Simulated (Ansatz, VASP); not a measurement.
# Y in VASP and in Ansatz

Contents of INCAR:

```
SYSTEM = Y
ALGO = Fast
EDIFF = 1E-6
ENCUT = 520
GGA = PS
ISIF = 2
ISMEAR = 0
LASPH = .TRUE.
LCHARG = .FALSE.
LREAL = .FALSE.
LWAVE = .FALSE.
NBANDS = 12
NELM = 60
PREC = Accurate
SIGMA = 0.1
```

File KPOINTS:

```
k-points
0
G
  14 14 14
  0 0 0
```

POSCAR

```
Y
1.0
    0.0000000000      2.4376729516      2.4376729516
    2.4376729516      0.0000000000      2.4376729516
    2.4376729516      2.4376729516      0.0000000000
Y
1
Direct
    0.0000000000      0.0000000000      0.0000000000
```

Input for Ansatz:

```yaml
crystal:
  lattice:
    - [0.0, 2.4376729516, 2.4376729516]
    - [2.4376729516, 0.0, 2.4376729516]
    - [2.4376729516, 2.4376729516, 0.0]
  atoms:
    - { symbol: "Y", position: [0.0, 0.0, 0.0] }
basis:
  ecutwfc: 420
kpoints:
  mp_grid: { grid: [14, 14, 14] }
hamiltonian:
  xc: pbesol
scf:
  occupations: { method: gaussian, width: 0.1 }
output:
  forces: true
  stress: true
  eigenvalues: true
```

Alike in both runs: task single point; functional PBEsol; k mesh 14 × 14 × 14; occupations gaussian, width 0.1 eV; no spin polarisation.

|  | VASP | Ansatz |
| --- | --- | --- |
| version | VASP 6.6.1 | Ansatz 0.2.0 |
| potentials or method | VASP PAW PBE potentials, release 64 (Y_sv), cutoff 520 eV | scalar-relativistic, plane waves, PAW |
| valence electrons in the cell | 11 | 11 |

```tsv
	VASP	Ansatz	Ansatz less VASP
gap on the k mesh at the Fermi level (eV)	none	none	-
pressure (GPa)	2.7	2.9	+0.19
```

VASP's potentials were made for PBE, not for PBEsol. A gap of «none» marks a metal or a gap that the smearing closes.
